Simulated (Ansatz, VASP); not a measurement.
Two plane-wave programs on LiF

The input POSCAR:

```
LiF
1.0
    2.5595330000      0.0000000000      0.0000000000
    0.0000000000      2.5595330000      0.0000000000
    0.0000000000      0.0000000000      2.6619143200
Li F
1 1
Direct
    0.0000000000      0.0000000000      0.0000000000
    0.5000000000      0.5000000000      0.5000000000
```

Contents of INCAR.step1:

```
SYSTEM = LiF
PREC = Accurate ; ENCUT = 520
ISMEAR = 0 ; SIGMA = 0.05
LREAL = .False. ; LASPH = .True.
NELM = 100 ; NBANDS = 12
GGA = PE ; ALGO = Normal
EDIFF = 1E-4 ; LWAVE = .True.
LCHARG = .False.
```

The input INCAR.step2:

```
SYSTEM = LiF
PREC = Accurate ; ENCUT = 520
EDIFF = 1E-7 ; ISMEAR = 0
SIGMA = 0.05 ; LREAL = .False.
LASPH = .True. ; NELM = 100
ALGO = Normal ; ISIF = 2
LWAVE = .False. ; LCHARG = .True.
METAGGA = R2SCAN ; LMIXTAU = .True.
LELF = .True. ; LVHAR = .True.
NBANDS = 12 ; ISTART = 1
```

The input KPOINTS:

```
regular mesh
0
Gamma
  10 10 10
  0 0 0
```

Input for Ansatz:

```yaml
crystal:
  lattice:
    - [2.559533, 0.0, 0.0]
    - [0.0, 2.559533, 0.0]
    - [0.0, 0.0, 2.66191432]
  atoms:
    - { symbol: Li, position: [0.0, 0.0, 0.0] }
    - { symbol: F, position: [0.5, 0.5, 0.5] }
basis:
  ecutwfc: 500
kpoints:
  mp_grid: { grid: [10, 10, 10] }
hamiltonian:
  xc: r2scan
scf:
  occupations: { method: gaussian, width: 0.05 }
output:
  forces: true
  stress: true
  eigenvalues: true
```

Change from the starting cell: strain +0.000 along x and y, +0.040 along z, atoms carried along.

Alike in both runs: task single point; functional r2SCAN; k mesh 10 × 10 × 10; occupations gaussian, width 0.05 eV; no spin polarisation.

|  | VASP | Ansatz |
| --- | --- | --- |
| version | VASP 6.6.1 | Ansatz 0.2.0 |
| potentials or method | VASP PAW PBE potentials, release 64 (Li_sv, F), cutoff 520 eV | scalar-relativistic, plane waves, PAW |
| valence electrons in the cell | 10 | 10 |

VASP gave:

* gap on the k mesh at the Fermi level (eV): 8.19
* least direct gap on the mesh (eV): 8.78

Problem. Estimate Ansatz's values.

Solution. gap on the k mesh at the Fermi level (eV): 8.03; least direct gap on the mesh (eV): 8.62.

VASP's potentials were made for PBE, not for r2SCAN. With one functional, cell and mesh, what is left measures potentials, basis and numerics.

Noted on VASP's run: the cutoff is under 1.25 times that of the potentials, so the pressure is a little rough.
